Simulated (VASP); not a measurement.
# TiW8C8Cl4 in VASP: single point with PBE+D3(BJ)

Aim: the single point of TiW8C8Cl4 with PBE+D3(BJ).

Everything below comes from runs of VASP 6.6.1. Logs are shortened: lines on timing, memory, paths and dates and some standing lists are left out, and cuts for length are marked.

## (1) The cell of the first run

The cell holds a slab with vacuum, 21 atoms: a = 5.783 Å, b = 5.783 Å, c = 19.245 Å, α = 90.00°, β = 90.00°, γ = 120.00°.

## (2) Single point, PBE+D3(BJ)

The input, INCAR:

```
PREC = Accurate
ENCUT = 520
EDIFF = 1E-7
ISMEAR = 0
SIGMA = 0.05
LREAL = Auto
LASPH = True
NELM = 80
ALGO = Normal
ISIF = 2
LWAVE = False
LCHARG = False
GGA = PE
IVDW = 12
NBANDS = 108
```

The input, KPOINTS:

```
Automatic mesh
0
Gamma
  3 3 1
```

The input, POSCAR:

```
TiW8C8Cl4
1.0
    5.7832000000      0.0000000000      0.0000000000
   -2.8916000000      5.0083980000      0.0000000000
    0.0000000000      0.0000000000     19.2447000000
W C Ti Cl
8 8 1 4
Direct
    0.0000000000      0.0000000000      0.0519623600
   -0.0002118060     -0.0029952644      0.2001065742
    0.0000000100      0.5000000100      0.0519623600
   -0.0012727198      0.4985359064      0.1973211682
    0.5000000000      0.0000000000      0.0519623600
    0.5005808255      0.0032921956      0.1988385004
    0.5000000100      0.5000000100      0.0519623600
    0.5002294956      0.5028225860      0.1976734901
    0.3337733248      0.1670109578      0.1218951095
    0.3351048429      0.1731665350      0.2642680348
    0.3327708741      0.6695132115      0.1212953931
    0.3282036159      0.6744027501      0.2669759950
    0.8325368880      0.1642914104      0.1216951513
    0.8322346080      0.1680080629      0.2669415381
    0.8320066615      0.6655515115      0.1201219198
    0.8361502884      0.6559051194      0.2612722070
    0.6717240211      0.7478510200      0.3347264029
    0.8486711162      0.1909276529      0.3603562355
    0.2588303895      0.7120012793      0.3575691897
    0.3899137606      0.2606693302      0.3519539864
    0.7889818067      0.7011294602      0.4465099927
```

Potentials or basis: VASP PAW PBE potentials, release 64 (W_sv, C, Ti_sv, Cl).

On the command line:

```
$ cat potpaw_PBE.64/W_sv/POTCAR potpaw_PBE.64/C/POTCAR potpaw_PBE.64/Ti_sv/POTCAR potpaw_PBE.64/Cl/POTCAR > POTCAR
$ mpirun -np 1 vasp_std > vasp.out
```

OUTCAR:

```text
PREC = Accurate
   ENCUT = 520
   EDIFF = 1E-7
   ISMEAR = 0
   LREAL = Auto
   LASPH = True
   NELM = 80
   ISIF = 2
   GGA = PE
   IVDW = 12
 IVDW          = 12

 ion  position               nearest neighbor table
   1  0.000  0.000  0.052-  15 2.13  13 2.14   9 2.15   2 2.85   7 2.89   3 2.89   3 2.89   5 2.89
                             5 2.89   7 2.89
   2  1.000  0.997  0.200-  16 2.08  10 2.09  14 2.13   9 2.25  13 2.25  15 2.26   1 2.85   8 2.87
                             6 2.88   4 2.88   4 2.90   6 2.91   8 2.91  17 3.11
   3  0.000  0.500  0.052-  15 2.12  11 2.14  13 2.15   4 2.80   5 2.89   1 2.89   1 2.89   7 2.89
                             7 2.89   5 2.89
   4  0.999  0.499  0.197-  16 2.02  12 2.13  14 2.13  13 2.22  11 2.22  15 2.24   3 2.80   6 2.87
                             2 2.88   8 2.89   8 2.90   2 2.90   6 2.91
   5  0.500  0.000  0.052-  11 2.13  13 2.14   9 2.14   6 2.83   3 2.89   7 2.89   7 2.89   1 2.89
                             1 2.89   3 2.89
   6  0.501  0.003  0.199-  10 2.10  12 2.11  14 2.12   9 2.22  13 2.23  11 2.24   5 2.83   4 2.87
                             2 2.88   8 2.89   8 2.89   2 2.91   4 2.91
   7  0.500  0.500  0.052-  15 2.12   9 2.14  11 2.15   8 2.80   1 2.89   5 2.89   5 2.89   3 2.89
                             3 2.89   1 2.89
   8  0.500  0.503  0.198-  16 2.08  10 2.09  12 2.18   9 2.23  11 2.23  15 2.23   7 2.80   2 2.87
                             4 2.89   6 2.89   6 2.89   4 2.90   2 2.91  17 2.92
   9  0.334  0.167  0.122-   7 2.14   5 2.14   1 2.15   6 2.22   8 2.23   2 2.25
  10  0.335  0.173  0.264-  20 1.74   2 2.09   8 2.09   6 2.10
  11  0.333  0.670  0.121-   5 2.13   3 2.14   7 2.15   4 2.22   8 2.23   6 2.24
  12  0.328  0.674  0.267-  19 1.83   6 2.11   4 2.13   8 2.18  17 2.23
  13  0.833  0.164  0.122-   1 2.14   5 2.14   3 2.15   4 2.22   6 2.23   2 2.25
  14  0.832  0.168  0.267-  18 1.80   6 2.12   2 2.13   4 2.13  17 2.49
  15  0.832  0.666  0.120-   7 2.12   3 2.12   1 2.13   8 2.23   4 2.24   2 2.26
  16  0.836  0.656  0.261-  17 1.92   4 2.02   2 2.08   8 2.08
  17  0.672  0.748  0.335-  16 1.92  12 2.23  18 2.29  21 2.31  19 2.33  20 2.47  14 2.49   8 2.92
                             2 3.11
  18  0.849  0.191  0.360-  14 1.80  17 2.29
  19  0.259  0.712  0.358-  12 1.83  17 2.33
  20  0.390  0.261  0.352-  10 1.74  17 2.47
  21  0.789  0.701  0.447-  17 2.31

  LATTYP: Found a hexagonal cell.
 ALAT       =     5.7832000000
 C/A-ratio  =     3.3276905519

  Lattice vectors:

 A1 = (   5.7832000000,   0.0000000000,   0.0000000000)
 A2 = (  -2.8916000000,   5.0083980000,   0.0000000000)
 A3 = (   0.0000000000,   0.0000000000,  19.2447000000)

Analysis of symmetry for initial positions (statically):
=====================================================================
 Subroutine PRICEL returns:
 Original cell was already a primitive cell.

 Routine SETGRP: Setting up the symmetry group for a
 hexagonal supercell.

 Subroutine GETGRP returns: Found  1 space group operations
 (whereof  1 operations were pure point group operations)
 out of a pool of 24 trial point group operations.

The static configuration has the point symmetry C_1 .

Analysis of symmetry for dynamics (positions and initial velocities):
=====================================================================
 Subroutine PRICEL returns:
 Original cell was already a primitive cell.

 Routine SETGRP: Setting up the symmetry group for a
 hexagonal supercell.

 Subroutine GETGRP returns: Found  1 space group operations
 (whereof  1 operations were pure point group operations)
 out of a pool of 24 trial point group operations.

The dynamic configuration has the point symmetry C_1 .

 Subroutine INISYM returns: Found  1 space group operations
 (whereof  1 operations are pure point group operations),
 and found     1 'primitive' translations

----------------------------------------------------------------------------------------

                                     Primitive cell

  volume of cell :     557.4144

  direct lattice vectors                    reciprocal lattice vectors
     5.783200000  0.000000000  0.000000000     0.172914649  0.099832322  0.000000000
    -2.891600000  5.008398000  0.000000000     0.000000000  0.199664643  0.000000000
     0.000000000  0.000000000 19.244700000     0.000000000  0.000000000  0.051962358

  length of vectors
     5.783200000  5.783199900 19.244700000     0.199664640  0.199664643  0.051962358

  position of ions in fractional coordinates (direct lattice)
     0.000000000  0.000000000  0.051962360
     0.999788194  0.997004736  0.200106574
     0.000000010  0.500000010  0.051962360
     0.998727280  0.498535906  0.197321168
     0.500000000  0.000000000  0.051962360
     0.500580826  0.003292196  0.198838500
[... 13 lines left out ...]
     0.389913761  0.260669330  0.351953986
     0.788981807  0.701129460  0.446509993

  ion indices of the primitive-cell ions
   primitive index   ion index
                 1           1
                 2           2
                 3           3
                 4           4
                 5           5
                 6           6
[... 13 lines left out ...]
                20          20
                21          21

----------------------------------------------------------------------------------------

 KPOINTS: Automatic mesh

Automatic generation of k-mesh.
 Grid dimensions read from file:
 generate k-points for:    3    3    1

 Generating k-lattice:

  Cartesian coordinates                     Fractional coordinates (reciprocal lattice)
     0.057638216  0.033277441  0.000000000     0.333333333  0.000000000  0.000000000
     0.000000000  0.066554881  0.000000000     0.000000000  0.333333333  0.000000000
     0.000000000  0.000000000  0.051962358     0.000000000  0.000000000  1.000000000

  Length of vectors
     0.066554880  0.066554881  0.051962358

  Shift w.r.t. Gamma in fractional coordinates (k-lattice)
     0.000000000  0.000000000  0.000000000

 Subroutine IBZKPT returns following result:
 ===========================================

 Found      5 irreducible k-points:

 Following reciprocal coordinates:
            Coordinates               Weight
  0.000000  0.000000  0.000000      1.000000
  0.333333  0.000000  0.000000      2.000000
  0.000000  0.333333  0.000000      2.000000
 -0.333333  0.333333  0.000000      2.000000
  0.333333  0.333333  0.000000      2.000000
   k-points           NKPTS =      5   k-points in BZ     NKDIM =      5   number of bands    NBANDS=    108
   number of dos      NEDOS =    301   number of ions     NIONS =     21
   total plane-waves  NPLWV = 331776
   dimension x,y,z NGX =    48 NGY =   48 NGZ =  144
   dimension x,y,z NGXF=    96 NGYF=   96 NGZF=  288
   ions per type =               8   8   1   4
   NGX,Y,Z   is equivalent  to a cutoff of  13.80, 13.80, 12.44 a.u.
   NGXF,Y,Z  is equivalent  to a cutoff of  27.60, 27.60, 24.88 a.u.
 SYSTEM =  unknown system
   PREC   = accura    normal or accurate (medium, high low for compatibility)
   ISTART =      0    job   : 0-new  1-cont  2-samecut
   ICHARG =      2    charge: 1-file 2-atom 10-const
   ISPIN  =      1    spin polarized calculation?
   LNONCOLLINEAR =      F non collinear calculations
   LSORBIT =      F    spin-orbit coupling
   LASPH  =      T    aspherical Exc in radial PAW
   ENCUT  =  520.0 eV  38.22 Ry    6.18 a.u.  10.75 10.75 35.78*2*pi/ulx,y,z
   NELM   =     80;   NELMIN=  2; NELMDL= -5     # of ELM steps
   EDIFF  = 0.1E-06   stopping-criterion for ELM
   LREAL  =      T    real-space projection
   EDIFFG = 0.1E-05   stopping-criterion for IOM
   NSW    =      0    number of steps for IOM
   IBRION =     -1    ionic relax: 0-MD 1-quasi-New 2-CG
   NFREE  =      0    steps in history (QN), initial steepest desc. (CG)
   ISIF   =      2    stress and relaxation
   ISYM   =      2    0-nonsym 1-usesym 2-fastsym
   POTIM  = 0.5000    time-step for ionic-motion
   TEBEG  =    0.0;   TEEND  =   0.0 temperature during run
   PSTRESS=    0.0 pullay stress
   NELECT =     184.0000    total number of electrons
   NUPDOWN=      -1.0000    fix difference up-down
   EMIN   =  10.00;   EMAX   =-10.00  energy-range for DOS
   EFERMI =   0.00;   METHOD = LEGACY
   ISMEAR =     0;   SIGMA  =   0.05  broadening in eV -4-tet -1-fermi 0-gaus
   EFERMI_NEDOS =   21; number of points for ismear=-14 and -15
   IALGO  =     38    algorithm
   IMIX   =      4    mixing-type and parameters
     AMIX     =   0.40;   BMIX     =  1.00
     AMIX_MAG =   1.60;   BMIX_MAG =  1.00
  volume/ion in A,a.u.               =      26.54       179.12
  Fermi-wavevector in a.u.,A,eV,Ry     =   1.131414  2.138062 17.416772  1.280097
  Thomas-Fermi vector in A             =   2.268112
   LORBIT       =      0    0 simple, 1 ext, 2 COOP (PROOUT), +10 PAW based schemes
   GGA     = PE    functional components
   LHFCALC =     F    Hartree Fock is set to
   AEXX    =    0.0000 exact exchange contribution
   IVDW    =    12    specifies the selected vdW correction
   LEPSILON=     F    determine dielectric tensor
   LRPA    =     F    only Hartree local field effects (RPA)
 non-spin polarized calculation
 Gauss-broadening in eV      SIGMA  =   0.05
  energy-cutoff  :      520.00
  volume of cell :      557.41
 maximum number of plane-waves:     15051
 NGX is ok and might be reduce to    48
   NGX = 21   NGY = 21   NGZ = 71

 number of electron     183.9999985 magnetization

 Free energy of the ion-electron system (eV)
  ---------------------------------------------------
  ext. energy  EPLUGINS =         0.00000000
  ---------------------------------------------------
  free energy    TOTEN  =      -186.12902721 eV

  energy without entropy =     -186.11765898  energy(sigma->0) =     -186.12334310

 E-fermi :   1.1156     XC(G=0):  -6.6796

 val. band max:        1.0963879302   @ k =   0.3333   0.0000   0.0000
 cond. band min:       1.1173188180   @ k =   0.0000   0.0000   0.0000
 fundamental gap:      0.0209308878
 Fermi energy:         1.1155693787

 k-point     1 :       0.0000    0.0000    0.0000
  band No.  band energies     occupation
      1     -72.5818      2.00000
      2     -72.5298      2.00000
      3     -72.5172      2.00000
      4     -72.5119      2.00000
      5     -72.4642      2.00000
      6     -72.4193      2.00000
[... 524 lines left out ...]
    103       3.7057      0.00000
    104       3.9110      0.00000
 [bands above 104 left out]

------------------------ aborting loop because EDIFF is reached ----------------------------------------

 Edisp (eV)   -6.64781

 E8    (eV) :    -3.0246

  FORCE on cell =-STRESS in cart. coord.  units (eV):
  Direction    XX          YY          ZZ          XY          YZ          ZX
  --------------------------------------------------------------------------------------
  -------------------------------------------------------------------------------------
  Total       8.53032    10.76985     0.29541     0.79490    -0.01581     0.00626
  in kB      24.51873    30.95580     0.84909     2.28477    -0.04544     0.01798
  external pressure =       18.77 kB  Pullay stress =        0.00 kB

 VOLUME and BASIS-vectors are now :
 -----------------------------------------------------------------------------
  energy-cutoff  :      520.00
  volume of cell :      557.41
      direct lattice vectors                 reciprocal lattice vectors
     5.783200000  0.000000000  0.000000000     0.172914649  0.099832322  0.000000000
    -2.891600000  5.008398000  0.000000000     0.000000000  0.199664643  0.000000000
     0.000000000  0.000000000 19.244700000     0.000000000  0.000000000  0.051962358

 POSITION                                       TOTAL-FORCE (eV/Angst)
 -----------------------------------------------------------------------------------
      0.00000      0.00000      1.00000         0.062347      0.158573      0.142728
      2.89904      4.99340      3.85099         0.000791      0.012162     -0.001589
     -1.44580      2.50420      1.00000         0.140813     -0.136512     -0.215178
      4.33427      2.49687      3.79739         0.007246     -0.005015     -0.006725
      2.89160      0.00000      1.00000        -0.027260      0.039842      0.021635
      2.88544      0.01649      3.82659         0.001047      0.003393      0.008575
[... 13 lines left out ...]
      1.50120      1.30554      6.77325        -0.005699     -0.024091     -0.073399
      2.53545      3.51154      8.59295         0.001551      0.000403      0.001640
 -----------------------------------------------------------------------------------
    total drift:                                0.002693      0.010326     -0.003936

  FREE ENERGIE OF THE ION-ELECTRON SYSTEM (eV)
  ---------------------------------------------------
  free  energy   TOTEN  =      -192.7768330268 eV

  energy  without entropy=     -192.7654648007  energy(sigma->0) =     -192.77114891
```

It took 16 min on 1 thread of Intel Xeon Platinum 8259CL at 2.50GHz (Skylake/Cascade Lake), shared host; peak memory 0.78 GiB.

What came out:

```yaml
Free_energy: -192.7768 eV
Largest_force: 0.291 eV/Å
Band_gap_on_the_k_mesh: zero (bands 92 and 93 overlap by 0.82 eV)
Dispersion_energy_per_atom: -0.317 eV
```

Forces in eV/Å, atoms in the order of the input:
```
W    0.062  0.159  0.143
W    0.001  0.012 -0.002
W    0.141 -0.137 -0.215
W    0.007 -0.005 -0.007
W   -0.027  0.040  0.022
W    0.001  0.003  0.009
W   -0.177 -0.064 -0.171
W   -0.013 -0.004 -0.007
C   -0.001 -0.001 -0.020
C    0.008  0.026  0.136
C   -0.001 -0.004 -0.008
C   -0.028  0.005  0.119
C    0.004 -0.001 -0.009
C   -0.002 -0.002  0.128
C    0.001  0.000  0.009
C    0.022 -0.010  0.069
Ti  -0.004  0.007 -0.004
Cl  -0.003  0.007 -0.063
Cl   0.013 -0.008 -0.059
Cl  -0.006 -0.024 -0.073
Cl   0.002  0.000  0.002
```

Caveat: the k points lie up to 0.42 Å⁻¹ apart, too coarse for converged energies and pressures of a metal; spin-orbit coupling is left out, which moves the levels of the heavy elements.
